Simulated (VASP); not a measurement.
# SrO (Fm-3m) in VASP: settings compared

Aim: see how the results for SrO move with the level of theory and the settings. Levels: PBEsol, PBE. Tasks: vibrations by perturbation theory, dielectric tensor.

Program: VASP 6.6.1. These are calculated values, not measurements. Logs are shortened: lines on timing, memory, paths and dates and some standing lists are left out, and cuts for length are marked.

### Step 1. The cell of the first run

It takes space group Fm-3m (No. 225, cubic). The conventional cell has a = 5.123 Å, b = 5.123 Å, c = 5.123 Å, α = 90.00°, β = 90.00°, γ = 90.00°. Within 3.4 Å of Sr (site symmetry m-3m) lie 6 O at 2.56 Å. Within 3.4 Å of O (site symmetry m-3m) lie 6 Sr at 2.56 Å.

### Step 2. Vibrations by perturbation theory, PBEsol

The input, INCAR:

```
PREC = Accurate
ENCUT = 520
EDIFF = 1E-8
ISMEAR = 0
SIGMA = 0.01
LREAL = False
LASPH = True
NELM = 60
ALGO = Normal
ISIF = 2
LWAVE = False
LCHARG = True
GGA = PS
NBANDS = 15
IBRION = 8
NSW = 1
LEPSILON = True
```

The input, KPOINTS:

```
regular mesh
0
Gamma
  8 8 8
```

The input, POSCAR:

```
SrO
1.0
    0.0000000000      2.5612505817      2.5612505817
    2.5612505817      0.0000000000      2.5612505817
    2.5612505817      2.5612505817      0.0000000000
Sr O
1 1
Direct
    0.0000000000      0.0000000000      0.0000000000
    0.5000000000      0.5000000000      0.5000000000
```

Potentials or basis: VASP PAW PBE potentials, release 64 (Sr_sv, O).

Started as:

```
cat potpaw_PBE.64/Sr_sv/POTCAR potpaw_PBE.64/O/POTCAR > POTCAR
mpirun -np 1 vasp_std > vasp.out
```

OUTCAR:

```text
PREC = Accurate
   ENCUT = 520
   EDIFF = 1E-8
   ISMEAR = 0
   LREAL = False
   LASPH = True
   NELM = 60
   ISIF = 2
   GGA = PS
   IBRION = 8
   NSW = 1
   LEPSILON = True

 ion  position               nearest neighbor table
   1  0.000  0.000  0.000-   2 2.56   2 2.56   2 2.56   2 2.56   2 2.56   2 2.56
   2  0.500  0.500  0.500-   1 2.56   1 2.56   1 2.56   1 2.56   1 2.56   1 2.56

  LATTYP: Found a face centered cubic cell.
 ALAT       =     5.1225011634

  Lattice vectors:

 A1 = (   0.0000000000,   2.5612505817,   2.5612505817)
 A2 = (   2.5612505817,   0.0000000000,   2.5612505817)
 A3 = (   2.5612505817,   2.5612505817,   0.0000000000)

Analysis of symmetry for initial positions (statically):
=====================================================================
 Subroutine PRICEL returns:
 Original cell was already a primitive cell.

 Routine SETGRP: Setting up the symmetry group for a
 face centered cubic supercell.

 Subroutine GETGRP returns: Found 48 space group operations
 (whereof 48 operations were pure point group operations)
 out of a pool of 48 trial point group operations.

The static configuration has the point symmetry O_h .

Analysis of symmetry for dynamics (positions and initial velocities):
=====================================================================
 Subroutine PRICEL returns:
 Original cell was already a primitive cell.

 Routine SETGRP: Setting up the symmetry group for a
 face centered cubic supercell.

 Subroutine GETGRP returns: Found 48 space group operations
 (whereof 48 operations were pure point group operations)
 out of a pool of 48 trial point group operations.

The dynamic configuration has the point symmetry O_h .

 Subroutine INISYM returns: Found 48 space group operations
 (whereof 48 operations are pure point group operations),
 and found     1 'primitive' translations

----------------------------------------------------------------------------------------

                                     Primitive cell

  volume of cell :      33.6036

  direct lattice vectors                    reciprocal lattice vectors
     0.000000000  2.561250582  2.561250582    -0.195217135  0.195217135  0.195217135
     2.561250582  0.000000000  2.561250582     0.195217135 -0.195217135  0.195217135
     2.561250582  2.561250582  0.000000000     0.195217135  0.195217135 -0.195217135

  length of vectors
     3.622155309  3.622155309  3.622155309     0.338125996  0.338125996  0.338125996

  position of ions in fractional coordinates (direct lattice)
     0.000000000  0.000000000  0.000000000
     0.500000000  0.500000000  0.500000000

  ion indices of the primitive-cell ions
   primitive index   ion index
                 1           1
                 2           2

----------------------------------------------------------------------------------------

 KPOINTS: regular mesh

Automatic generation of k-mesh.
 Grid dimensions read from file:
 generate k-points for:    8    8    8

 Generating k-lattice:

  Cartesian coordinates                     Fractional coordinates (reciprocal lattice)
    -0.024402142  0.024402142  0.024402142     0.125000000  0.000000000  0.000000000
     0.024402142 -0.024402142  0.024402142     0.000000000  0.125000000  0.000000000
[... 580 lines left out ...]
  ---------------------------------------------------
  free energy    TOTEN  =        -0.29229371 eV

  energy without entropy =       -0.29229371

------------------------ aborting loop because EDIFF is reached ----------------------------------------

--------------------------------------- Ionic step        2  -------------------------------------------

------------------------ aborting loop because EDIFF is reached ----------------------------------------

--------------------------------------- Ionic step        3  -------------------------------------------

------------------------ aborting loop because EDIFF is reached ----------------------------------------

 PIEZOELECTRIC TENSOR FIELD DIRECTION 3  (e Angst)
 -----------------------------------------------------------------------------
     0.00004  0.00000 -0.00000           ( -0.00001  0.00000 -0.00000)
     0.00000  0.00004  0.00000           (  0.00000 -0.00001  0.00000)
    -0.00000  0.00000 -0.00078           ( -0.00000  0.00000 -0.00001)

 PIEZOELECTRIC TENSOR FIELD DIRECTION 3  (C/m^2)
 -----------------------------------------------------------------------------
     0.00002  0.00000 -0.00000
     0.00000  0.00002  0.00000
    -0.00000  0.00000 -0.00037

--------------------------------------- Ionic step        4  -------------------------------------------

------------------------ aborting loop because EDIFF is reached ----------------------------------------

[... ionic steps 5 to 6 ...]

--------------------------------------- Ionic step        7  -------------------------------------------

 Free energy of the ion-electron system (eV)
  ---------------------------------------------------
  ---------------------------------------------------
  free energy    TOTEN  =        -0.36355810 eV

  energy without entropy =       -0.36355810

------------------------ aborting loop because EDIFF is reached ----------------------------------------

 INTERNAL STRAIN TENSOR  FOR ION    2  DIRECTION 1   (eV/Angst):
 -----------------------------------------------------------------------------
     0.00060 -0.00000  0.00000
     0.00000 -0.00371 -0.00000
     0.00000 -0.00000 -0.00371

 MACROSCOPIC STATIC DIELECTRIC TENSOR (including local field effects in DFT)
 ------------------------------------------------------
           3.891090     0.000000    -0.000000
           0.000000     3.891090    -0.000000
           0.000000     0.000000     3.891090
 ------------------------------------------------------

 PIEZOELECTRIC TENSOR (including local field effects)  for field in x, y, z        (e  Angst)
          XX          YY          ZZ          XY          YZ          ZX
  --------------------------------------------------------------------------------
  x     0.00000     0.00000     0.00000     0.00000     0.00000     0.00000
  y     0.00000     0.00000     0.00000     0.00000     0.00000     0.00000
  z     0.00000     0.00000     0.00000     0.00000     0.00000     0.00000

 PIEZOELECTRIC TENSOR (including local field effects)  for field in x, y, z        (C/m^2)
          XX          YY          ZZ          XY          YZ          ZX
  --------------------------------------------------------------------------------
  x     0.00000     0.00000     0.00000     0.00000     0.00000     0.00000
  y     0.00000     0.00000     0.00000     0.00000     0.00000     0.00000
  z     0.00000     0.00000     0.00000     0.00000     0.00000     0.00000

 BORN EFFECTIVE CHARGES (including local field effects) (in |e|, cummulative output)
 ---------------------------------------------------------------------------------
 ion    1
    1     2.46322     0.00000     0.00000
    2     0.00000     2.46322     0.00000
    3     0.00000     0.00000     2.46322
 ion    2
    1    -2.46322     0.00000     0.00000
    2     0.00000    -2.46322     0.00000
    3     0.00000     0.00000    -2.46322

 INTERNAL STRAIN TENSOR FOR ION    2 for displacements in x,y,z  (eV/Angst):
          X           Y           Z          XY          YZ          ZX
  --------------------------------------------------------------------------------
  x     0.00000     0.00000     0.00000     0.00000     0.00000     0.00000
  y     0.00000     0.00000     0.00000     0.00000     0.00000     0.00000
  z     0.00000     0.00000     0.00000     0.00000     0.00000     0.00000

 SECOND DERIVATIVES (NOT SYMMETRIZED)
 ------------------------------------
               1X          1Y          1Z          2X          2Y          2Z
  1X    -2.204146    0.000000    0.000000    2.204146    0.000000    0.000000
  1Y     0.000000   -2.204146    0.000000    0.000000    2.204146    0.000000
  1Z     0.000000    0.000000   -2.204146    0.000000    0.000000    2.204146
  2X     2.199822    0.000000    0.000000   -2.199822    0.000000    0.000000
  2Y     0.000000    2.199822    0.000000    0.000000   -2.199822    0.000000
  2Z     0.000000    0.000000    2.199822    0.000000    0.000000   -2.199822

 Eigenvectors and eigenvalues of the dynamical matrix
 ----------------------------------------------------

   1 f  =    6.304790 THz    39.614162 2PiTHz  210.305145 cm-1    26.074503 meV
             X         Y         Z           dx          dy          dz
      0.000000  0.000000  0.000000     0.393277    0.000000   -0.000000
      2.561251  2.561251  2.561251    -0.919420    0.000000    0.000000
[... 21 lines left out ...]
   6 f/i=    0.002238 THz     0.014063 2PiTHz    0.074658 cm-1     0.009256 meV
             X         Y         Z           dx          dy          dz
      0.000000  0.000000  0.000000    -0.312933   -0.188713    0.843679
      2.561251  2.561251  2.561251    -0.133855   -0.080721    0.360879

--------------------------------------------------------------------------------------------------------

 MACROSCOPIC STATIC DIELECTRIC TENSOR IONIC CONTRIBUTION
 ------------------------------------------------------
          14.837826     0.000000     0.000000
           0.000000    14.837826     0.000000
           0.000000     0.000000    14.837826
 ------------------------------------------------------

 ELASTIC MODULI CONTR FROM IONIC RELAXATION (kBar)
 Direction    XX          YY          ZZ          XY          YZ          ZX
 --------------------------------------------------------------------------------
 XX           0.0000      0.0000      0.0000      0.0000      0.0000      0.0000
 YY           0.0000      0.0000      0.0000      0.0000      0.0000      0.0000
 ZZ           0.0000      0.0000      0.0000      0.0000      0.0000      0.0000
 XY           0.0000      0.0000      0.0000      0.0000      0.0000      0.0000
 YZ           0.0000      0.0000      0.0000      0.0000      0.0000      0.0000
 ZX           0.0000      0.0000      0.0000      0.0000      0.0000      0.0000
 --------------------------------------------------------------------------------

 PIEZOELECTRIC TENSOR IONIC CONTR  for field in x, y, z        (C/m^2)
          XX          YY          ZZ          XY          YZ          ZX
  --------------------------------------------------------------------------------
  x     0.00000     0.00000     0.00000     0.00000     0.00000     0.00000
  y     0.00000     0.00000     0.00000     0.00000     0.00000     0.00000
  z     0.00000     0.00000     0.00000     0.00000     0.00000     0.00000
```

Run time: 4.7 min. Hardware: 1 thread of Intel Xeon 6975P-C, shared host; peak memory 0.24 GiB.

What came out:

* Electronic dielectric tensor (diagonal): 3.89
* Born charges (mean of the diagonal): Sr +2.46; O -2.46 e
* Highest phonon frequency at Γ, LO-TO splitting left out: 210 cm⁻¹

Phonon frequencies in cm⁻¹ (negative: imaginary):
```tsv
q point	frequencies
(0.000, 0.000, 0.000)	0 0 0 210 210 210
```

Electronic dielectric tensor:
```
3.89 0.00 0.00
0.00 3.89 0.00
0.00 0.00 3.89
```

Born effective charge tensors (e):
atom 1, Sr
```
2.46 0.00 0.00
0.00 2.46 0.00
0.00 0.00 2.46
```
atom 2, O
```
-2.46  0.00  0.00
 0.00 -2.46  0.00
 0.00  0.00 -2.46
```

(Continued in part 2 of 2.)
